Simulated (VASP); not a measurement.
Write the native input for VASP 6.6.1 that does the following.

```
Task                   : single point
Functional             : LDA
Potentials or basis    : VASP PAW LDA potentials, release 64 (Sn_d, O)
Cutoff                 : 520 eV
k mesh                 : 6 × 6 × 8
Occupations            : gaussian, width 0.05 eV
Spin                   : no spin polarisation
Dipole correction      : no
Further INCAR settings : ALGO = Normal; EDIFF = 1e-06; NBANDS = 35
```

The structure of SnO2 lies in POSCAR:

```
SnO2
1.0
    4.7201335122      0.0000000000      0.0000000000
    0.0000000000      4.7206343096      0.0000000000
    0.0000000000      0.0000000000      3.1888226875
Sn O
2 4
Direct
    0.4956629379      0.4949908701      0.5000000000
    0.0043459583     -0.0050168105      0.0000000000
    0.3168064634      0.2979223247      0.0000000000
    0.8488659430      0.2392731058      0.5000000000
    0.1831605326      0.7978939160      0.5000000000
    0.6511010529      0.7393015145      0.0000000000
```

This cell differs from its parent crystal: atoms displaced along a vibrational mode.

These files were run (other wordings do the same):

INCAR

```
PREC     = Accurate       # precision mode
ENCUT    = 520            # plane-wave cutoff, eV
EDIFF    = 1E-6           # SCF threshold, eV
ISMEAR   = 0              # smearing method
SIGMA    = 0.05           # smearing width, eV
LREAL    = F              # projectors in reciprocal space
LASPH    = T              # aspherical terms in the spheres
NELM     = 100            # most SCF steps
ALGO     = Normal         # electronic algorithm
ISIF     = 2              # what is computed and relaxed
LWAVE    = F              # write WAVECAR
LCHARG   = F              # write CHGCAR
GGA      = CA             # functional
NBANDS   = 35             # bands
```

KPOINTS

```
Automatic mesh
0
Gamma
  6 6 8
```

Potentials or basis: VASP PAW LDA potentials, release 64 (Sn_d, O).

The run is started by

```sh
$ cat potpaw_LDA.64/Sn_d/POTCAR potpaw_LDA.64/O/POTCAR > POTCAR
$ mpirun -np 1 vasp_std > vasp.out
```

It gave:

```yaml
Pressure: -0.4 GPa
Largest_force: 0.871 eV/Å
Band_gap_on_the_k_mesh: 1.40 eV (least direct gap 1.41 eV)
```

Caveat: the cell differs from its parent crystal (atoms displaced along a vibrational mode); spin-orbit coupling is left out, which moves the levels of the heavy elements.

Wall time 4.1 min on 1 thread of Intel Xeon 8259CL, with other jobs on the host, peak memory 0.29 GiB.
